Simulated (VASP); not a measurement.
A run of VASP 6.6.1 is set up as follows.

File INCAR:

```
SYSTEM = As6H
PREC     = Accurate       ! precision mode
ENCUT    = 520            ! plane-wave cutoff, eV
EDIFF    = 1E-6           ! SCF threshold, eV
ISMEAR   = 0              ! smearing method
SIGMA    = 0.1            ! smearing width, eV
LREAL    = .False.        ! projectors in reciprocal space
LASPH    = .True.         ! aspherical terms in the spheres
NELM     = 60             ! most SCF steps
ALGO     = Normal         ! electronic algorithm
ISIF     = 2              ! what is computed and relaxed
LWAVE    = .False.        ! write WAVECAR
LCHARG   = .False.        ! write CHGCAR
LDIPOL   = .True.       
IDIPOL   = 3            
DIPOL    = 0.5 0.5 0.469
GGA      = PS             ! functional
NBANDS   = 24             ! bands
```

File KPOINTS:

```
regular mesh
0
Gamma
  8 6 1
  0 0 0
```

File POSCAR:

```
As6H
1.0
    3.7266140447      0.0000000000      0.0000000000
   -1.8633070224      5.4340663661      0.0000000000
    0.0000000000      0.0000000000     24.9654381428
As H
6 1
Direct
    0.8881117850      0.7762235701      0.3404706920
    0.3881117850      0.7762235701      0.4072515576
    0.6118882150      0.2237764299      0.4265541917
   -0.1288157236      0.0977254251      0.5110852039
    0.7343437402      0.6043549923      0.4961065192
    0.1809739536      0.4951739403      0.5582267908
    0.5012373577      0.0441896644      0.5451545240
```

Potentials or basis: VASP PAW PBE potentials, release 64 (As, H).

Launch:

```console
$ cat potpaw_PBE.64/As/POTCAR potpaw_PBE.64/H/POTCAR > POTCAR
$ mpirun -np 1 vasp_std > vasp.out
```

**Question.** Estimate the largest force.

**Answer.** 0.963 eV/Å.

**Question.** Estimate the band gap on the k mesh.

**Answer.** Zero (an odd number of electrons rules out a gap without spin polarisation).

Forces on the atoms (eV/Å):
```
As  -0.279  0.055  0.899
As  -0.169 -0.538 -0.780
As   0.433  0.479 -0.154
As   0.067 -0.018 -0.032
As  -0.011  0.022 -0.057
As   0.018  0.009  0.086
H   -0.058 -0.009  0.038
```

Caveat: the PAW data sets were made with another functional, which shifts forces and pressure a little.
